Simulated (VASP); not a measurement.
# PtS2: single point with PBE

Crystal: PtS2.

```xyz
3
Lattice="3.5526 0.0000 0.0000 -1.7763 3.0767 0.0000 0.0000 0.0000 5.1227" Properties=species:S:1:pos:R:3 pbc="T T T"
Pt    0.0000    0.0000    0.0000
S     0.0000    2.0511    1.2257
S     1.7763    1.0256    3.8971
```

```yaml
Program: VASP 6.6.1
Task: single point
Functional: PBE
Potentials_or_basis: VASP PAW PBE potentials, release 64 (Pt, S)
Cutoff: 520 eV
k_mesh: 6 × 6 × 4
Occupations: gaussian, width 0.01 eV
Spin: no spin polarisation
```

```
Pressure               : 3.2 GPa
Largest force          : 0.026 eV/Å
Band gap on the k mesh : 0.85 eV, indirect (least direct gap 1.42 eV)
```

Forces in eV/Å, atoms in the order of the input:
```
Pt   0.000  0.000  0.000
S    0.000  0.000  0.026
S    0.000  0.000 -0.026
```

Stress tensor (GPa, compression positive):
```
3.65 0.00 0.00
0.00 3.65 0.00
0.00 0.00 2.36
```

Levels at points of the mesh, in eV from the valence-band top:
```csv
k point,band 7,band 8,band 9,band 10,band 11,band 12,band 13,band 14,band 15,band 16
"(0.00, 0.00, 0.00)",-3.69,-1.95,-1.01,-1.01,0.00,2.14,2.14,4.79,5.45,8.10
"(0.50, 0.00, 0.00)",-3.12,-3.07,-2.99,-2.90,-2.38,1.58,2.59,5.46,6.49,8.22
"(0.00, 0.00, 0.50)",-3.71,-2.55,-1.24,-1.24,-1.08,2.66,2.66,5.59,7.10,7.80
"(0.50, 0.00, 0.50)",-3.06,-3.00,-2.68,-2.63,-1.40,1.78,2.25,5.10,5.51,7.66
```

It took 30 s on 1 thread of Intel Xeon 8259CL (shared host), peak memory 0.19 GiB.

Caveat: spin-orbit coupling is left out, which moves the levels of the heavy elements. A k mesh can miss the band edges.
